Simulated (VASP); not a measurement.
Wanted: the native input for a VASP 6.6.1 run.

| Property | Result |
| --- | --- |
| Task | single point |
| Functional | PBE |
| Potentials or basis | VASP PAW PBE potentials, release 64 (C_h, O_h) |
| Cutoff | 1000 eV |
| k mesh | 2 × 2 × 1 |
| Occupations | gaussian, width 0.02 eV |
| Spin | no spin polarisation |
| Dipole correction | no |
| Further INCAR settings | LREAL = Auto; ALGO = Normal; EDIFF = 1e-06; NBANDS = 57; NELMDL = -8 |

The structure of C19O lies in POSCAR:

```
C19O
1.0
    7.3980000000      0.0000000000      0.0000000000
   -3.6990000000      6.4068560000      0.0000000000
    0.0000000000      0.0000000000     12.0000000000
C O
19 1
Direct
    0.0237762706      0.0236804136      0.0656474167
    0.2472468654      0.1354420952      0.0656860000
    0.0237071551      0.3589358025      0.0635480833
    0.2473225084      0.4707820809      0.0651069167
    0.0257406895      0.6924697543      0.0646262500
    0.2452011107      0.8021535056      0.0657642500
    0.3569914610      0.0256679719      0.0662049167
    0.5806357712      0.1374975495      0.0661651667
    0.3590794270      0.3590166534      0.0657675000
    0.5786177592      0.4688273000      0.0660566667
    0.3570758645      0.6903512425      0.0662632500
    0.5805886314      0.8021088659      0.0669482500
    0.6924145047      0.0257046514      0.0663625833
    0.9119836832      0.1354904808      0.0651460000
    0.6903955464      0.3570344019      0.0652548333
    0.9139360519      0.4688126282      0.0637799167
    0.6903859346      0.6923517557      0.0664516667
    0.9140170626      0.8041449660      0.0657435000
   -0.0410397824      0.4740293835      0.3045610000
   -0.0118618359      0.3438110674      0.3319988333
```

These files were run (other wordings do the same):

INCAR

```
SYSTEM = C19O
  ALGO = Normal
  EDIFF = 1E-6
  ENCUT = 1000
  GGA = PE
  GGA_COMPAT = .False.
  ISIF = 2
  ISMEAR = 0
  LASPH = .True.
  LCHARG = .True.
  LELF = .True.
  LREAL = Auto
  LVHAR = .True.
  LWAVE = .False.
  NBANDS = 57
  NELM = 120
  NELMDL = -8
  PREC = Accurate
  SIGMA = 0.02
```

KPOINTS

```
k-points
0
Gamma
  2 2 1
  0 0 0
```

Potentials or basis: VASP PAW PBE potentials, release 64 (C_h, O_h).

Launch:

```sh
$ cat potpaw_PBE.64/C_h/POTCAR potpaw_PBE.64/O_h/POTCAR > POTCAR
$ mpirun -np 1 vasp_std > vasp.out
```

It gave:

```yaml
Largest_force: 0.266 eV/Å
Band_gap_on_the_k_mesh: 0.21 eV
```

Caveat: the k points lie up to 0.49 Å⁻¹ apart; there is no dipole correction, which matters where the two faces differ.

It took 13 min on 1 thread of Intel(R) Xeon(R) Platinum 8488C (Sapphire Rapids), with other jobs on the host, peak memory 1.5 GiB.
